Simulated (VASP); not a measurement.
# LiBr (Fm-3m) in VASP: elastic constants with PBEsol

Aim: the elastic constants of LiBr with PBEsol.

Program: VASP 6.6.1. These are calculated values, not measurements. Logs are shortened: lines on timing, memory, paths and dates and some standing lists are left out, and cuts for length are marked.

## 1. The cell of the first run

The structure is cubic, space group Fm-3m (No. 225). The conventional cell has a = 5.412 Å, b = 5.412 Å, c = 5.412 Å, α = 90.00°, β = 90.00°, γ = 90.00°. Within 3.6 Å of Li (site symmetry m-3m) lie 6 Br at 2.71 Å. Within 3.6 Å of Br (site symmetry m-3m) lie 6 Li at 2.71 Å.

## 2. Elastic constants, PBEsol

INCAR

```
SYSTEM = LiBr
PREC = Accurate
ENCUT = 750
EDIFF = 1E-8
ISMEAR = 0
SIGMA = 0.01
LREAL = .FALSE.
LASPH = .TRUE.
NELM = 120
ALGO = Normal
ISIF = 3
LWAVE = .FALSE.
LCHARG = .FALSE.
GGA = PS
IBRION = 6
NFREE = 2
POTIM = 0.015
NSW = 1
GGA_COMPAT = .FALSE.
```

KPOINTS

```
regular mesh
0
G
  8 8 8
  0 0 0
```

POSCAR

```
LiBr
1.0
    0.0000000000      2.7061263712      2.7061263712
    2.7061263712      0.0000000000      2.7061263712
    2.7061263712      2.7061263712      0.0000000000
Li Br
1 1
Direct
    0.0000000000      0.0000000000      0.0000000000
    0.5000000000      0.5000000000      0.5000000000
```

Potentials or basis: VASP PAW PBE potentials, release 64 (Li_sv, Br).

On the command line:

```console
> cat potpaw_PBE.64/Li_sv/POTCAR potpaw_PBE.64/Br/POTCAR > POTCAR
> mpirun -np 1 vasp_std > vasp.out
```

OUTCAR:

```text
SYSTEM = LiBr
   PREC = Accurate
   ENCUT = 750
   EDIFF = 1E-8
   ISMEAR = 0
   LREAL = .FALSE.
   LASPH = .TRUE.
   NELM = 120
   ISIF = 3
   GGA = PS
   IBRION = 6
   NFREE = 2
   POTIM = 0.015
   NSW = 1

 ion  position               nearest neighbor table
   1  0.000  0.000  0.000-
   2  0.500  0.500  0.500-

  LATTYP: Found a face centered cubic cell.
 ALAT       =     5.4122527424

  Lattice vectors:

 A1 = (   0.0000000000,   2.7061263712,   2.7061263712)
 A2 = (   2.7061263712,   0.0000000000,   2.7061263712)
 A3 = (   2.7061263712,   2.7061263712,   0.0000000000)

Analysis of symmetry for initial positions (statically):
=====================================================================
 Subroutine PRICEL returns:
 Original cell was already a primitive cell.

 Routine SETGRP: Setting up the symmetry group for a
 face centered cubic supercell.

 Subroutine GETGRP returns: Found 48 space group operations
 (whereof 48 operations were pure point group operations)
 out of a pool of 48 trial point group operations.

The static configuration has the point symmetry O_h .

Analysis of symmetry for dynamics (positions and initial velocities):
=====================================================================
 Subroutine PRICEL returns:
 Original cell was already a primitive cell.

 Routine SETGRP: Setting up the symmetry group for a
 face centered cubic supercell.

 Subroutine GETGRP returns: Found 48 space group operations
 (whereof 48 operations were pure point group operations)
 out of a pool of 48 trial point group operations.

The dynamic configuration has the point symmetry O_h .

 Subroutine INISYM returns: Found 48 space group operations
 (whereof 48 operations are pure point group operations),
 and found     1 'primitive' translations

----------------------------------------------------------------------------------------

                                     Primitive cell

  volume of cell :      39.6346

  direct lattice vectors                    reciprocal lattice vectors
     0.000000000  2.706126371  2.706126371    -0.184765946  0.184765946  0.184765946
     2.706126371  0.000000000  2.706126371     0.184765946 -0.184765946  0.184765946
     2.706126371  2.706126371  0.000000000     0.184765946  0.184765946 -0.184765946

  length of vectors
     3.827040616  3.827040616  3.827040616     0.320024007  0.320024007  0.320024007

  position of ions in fractional coordinates (direct lattice)
     0.000000000  0.000000000  0.000000000
     0.500000000  0.500000000  0.500000000

  ion indices of the primitive-cell ions
   primitive index   ion index
                 1           1
                 2           2

----------------------------------------------------------------------------------------

 KPOINTS: regular mesh

Automatic generation of k-mesh.
 Grid dimensions read from file:
 generate k-points for:    8    8    8

 Generating k-lattice:

  Cartesian coordinates                     Fractional coordinates (reciprocal lattice)
    -0.023095743  0.023095743  0.023095743     0.125000000  0.000000000  0.000000000
     0.023095743 -0.023095743  0.023095743     0.000000000  0.125000000  0.000000000
[... 108 lines left out ...]
  energy without entropy =       -6.93525709  energy(sigma->0) =       -6.93525709

------------------------ aborting loop because EDIFF is reached ----------------------------------------

  FORCE on cell =-STRESS in cart. coord.  units (eV):
  Direction    XX          YY          ZZ          XY          YZ          ZX
  --------------------------------------------------------------------------------------
  -------------------------------------------------------------------------------------
  Total       -0.0124984     -0.0124984     -0.0124984      0.0000000     -0.0000000      0.0000000
  in kB       -0.5052308     -0.5052308     -0.5052308      0.0000000     -0.0000000      0.0000000
  external PRESSURE =      -0.5052308 kB  Pullay stress =       0.0000000 kB
[... 89 lines left out ...]
  FREE ENERGIE OF THE ION-ELECTRON SYSTEM (eV)
  ---------------------------------------------------
  free  energy   TOTEN  =        -6.9338734257 eV

  energy  without entropy=       -6.9338734257  energy(sigma->0) =       -6.93387343

[... ionic steps 4 to 14 ...]

--------------------------------------- Ionic step       15  -------------------------------------------

 number of electron      10.0000000 magnetization

------------------------ aborting loop because EDIFF is reached ----------------------------------------
[... 67 lines left out ...]
--------------------------------------- Ionic step       17  -------------------------------------------

 number of electron      10.0000002 magnetization

 Free energy of the ion-electron system (eV)
  ---------------------------------------------------
  ext. energy  EPLUGINS =         0.00000000
  ---------------------------------------------------
  free energy    TOTEN  =        -6.93517211 eV

  energy without entropy =       -6.93517211  energy(sigma->0) =       -6.93517211

 E-fermi :   0.6488     XC(G=0):  -8.7906

 val. band max:        0.5858758529   @ k =   0.0000   0.0000   0.0000
 cond. band min:       5.5698528710   @ k =   0.0000   0.0000   0.0000
 fundamental gap:      4.9839770181
 Fermi energy:         0.6488061065

 k-point     1 :       0.0000    0.0000    0.0000
  band No.  band energies     occupation
      1     -43.0180      2.00000
      2     -13.0463      2.00000
      3       0.5856      2.00000
      4       0.5859      2.00000
      5       0.5859      2.00000
      6       5.5699      0.00000
      7      11.0078      0.00000
      8      11.0078      0.00000
      9      11.0092      0.00000
[... 265 lines left out ...]
 k-point    24 :      -0.3750    0.2500    0.1250
  band No.  band energies     occupation
      1     -43.0163      2.00000
      2     -12.4018      2.00000
      3      -2.2589      2.00000
      4      -0.9061      2.00000
      5      -0.0896      2.00000
      6       7.5779      0.00000
      7       8.4497      0.00000
      8       9.8281      0.00000
      9      11.4366      0.00000

 [... further k-points ...]

------------------------ aborting loop because EDIFF is reached ----------------------------------------

  FORCE on cell =-STRESS in cart. coord.  units (eV):
  Direction    XX          YY          ZZ          XY          YZ          ZX
  --------------------------------------------------------------------------------------
  -------------------------------------------------------------------------------------
  Total       -0.0105831     -0.0125712     -0.0125712      0.0000000      0.0000000      0.0000000
  in kB       -0.4278079     -0.5081760     -0.5081760      0.0000000      0.0000000      0.0000000
  external PRESSURE =      -0.4813866 kB  Pullay stress =       0.0000000 kB
[... 17 lines left out ...]
  FREE ENERGIE OF THE ION-ELECTRON SYSTEM (eV)
  ---------------------------------------------------
  free  energy   TOTEN  =        -6.9351721104 eV

  energy  without entropy=       -6.9351721104  energy(sigma->0) =       -6.93517211

 INTERNAL STRAIN TENSORS FROM STRAINED CELLS
 ============================================

 INTERNAL STRAIN TENSOR FOR ION    1 for displacements in x,y,z  (eV/Angst):
          X           Y           Z          XY          YZ          ZX
  --------------------------------------------------------------------------------
  x     0.00000    -0.00000     0.00000    -0.00000    -0.00000    -0.00000
  y    -0.00000     0.00000    -0.00000     0.00000     0.00000    -0.00000
  z     0.00000     0.00000    -0.00000    -0.00000    -0.00000     0.00000

 INTERNAL STRAIN TENSORS FROM DISPLACED ATOMS
 ============================================

 INTERNAL STRAIN TENSOR FOR ION    1 for displacements in x,y,z  (eV/Angst):
          X           Y           Z          XY          YZ          ZX
  --------------------------------------------------------------------------------
  x     0.00000     0.00000     0.00000     0.00000     0.00000     0.00000
  y     0.00000     0.00000     0.00000     0.00000     0.00000     0.00000
  z     0.00000     0.00000     0.00000     0.00000     0.00000     0.00000

 INTERNAL STRAIN TENSOR FOR ION    2 for displacements in x,y,z  (eV/Angst):
          X           Y           Z          XY          YZ          ZX
  --------------------------------------------------------------------------------
  x     0.00000     0.00000     0.00000     0.00000     0.00000     0.00000
  y     0.00000     0.00000     0.00000     0.00000     0.00000     0.00000
  z     0.00000     0.00000     0.00000     0.00000     0.00000     0.00000

 Eigenvectors and eigenvalues of the dynamical matrix
 ----------------------------------------------------

   1 f  =    5.383550 THz    33.825842 2PiTHz  179.575897 cm-1    22.264564 meV
             X         Y         Z           dx          dy          dz
      0.000000  0.000000  0.000000     0.000000   -0.000000   -0.959220
      2.706126  2.706126  2.706126     0.000000   -0.000000    0.282662
[... 21 lines left out ...]
   6 f/i=    0.007495 THz     0.047094 2PiTHz    0.250012 cm-1     0.030998 meV
             X         Y         Z           dx          dy          dz
      0.000000  0.000000  0.000000     0.265327    0.096673   -0.012409
      2.706126  2.706126  2.706126     0.900392    0.328060   -0.042110

--------------------------------------------------------------------------------------------------------

 ELASTIC MODULI CONTR FROM IONIC RELAXATION (kBar)
 Direction    XX          YY          ZZ          XY          YZ          ZX
 --------------------------------------------------------------------------------
 XX           0.0000      0.0000      0.0000      0.0000      0.0000      0.0000
 YY           0.0000      0.0000      0.0000      0.0000      0.0000      0.0000
 ZZ           0.0000      0.0000      0.0000      0.0000      0.0000      0.0000
 XY           0.0000      0.0000      0.0000      0.0000      0.0000      0.0000
 YZ           0.0000      0.0000      0.0000      0.0000      0.0000      0.0000
 ZX           0.0000      0.0000      0.0000      0.0000      0.0000      0.0000
 --------------------------------------------------------------------------------

 TOTAL ELASTIC MODULI (kBar)
 Direction    XX          YY          ZZ          XY          YZ          ZX
 --------------------------------------------------------------------------------
 XX         531.8606    169.9118    169.9118      0.0000     -0.0000      0.0000
 YY         169.9118    531.8606    169.9118      0.0000      0.0000      0.0000
 ZZ         169.9118    169.9118    531.8606     -0.0000     -0.0000     -0.0000
 XY           0.0000      0.0000     -0.0000    200.3452      0.0000     -0.0000
 YZ          -0.0000      0.0000     -0.0000      0.0000    200.3452      0.0000
 ZX           0.0000      0.0000     -0.0000     -0.0000      0.0000    200.3452
 --------------------------------------------------------------------------------
```

Wall time 12 min (1 thread of AMD EPYC 9R14 (Zen 4), shared host); peak memory 0.3 GiB.

What came out:

- Elastic constants C11, C12, C44: 53, 17, 20 GPa
- Voigt bulk modulus: 29 GPa
- Highest phonon frequency at Γ, LO-TO splitting left out: 180 cm⁻¹

Phonon frequencies in cm⁻¹ (negative: imaginary):
| q point | frequencies |
| --- | --- |
| (0.000, 0.000, 0.000) | 0 0 0 180 180 180 |

Elastic tensor in Voigt notation (GPa, in the Cartesian axes of the cell as first typed):
```
53 17 17  0  0  0
17 53 17  0  0  0
17 17 53  0  0  0
 0  0  0 20  0  0
 0  0  0  0 20  0
 0  0  0  0  0 20
```

Clamped-ion elastic tensor (GPa):
```
53 17 17  0  0  0
17 53 17  0  0  0
17 17 53  0  0  0
 0  0  0 20  0  0
 0  0  0  0 20  0
 0  0  0  0  0 20
```

Caveat: the PAW data sets were made with another functional, which shifts forces and pressure a little.
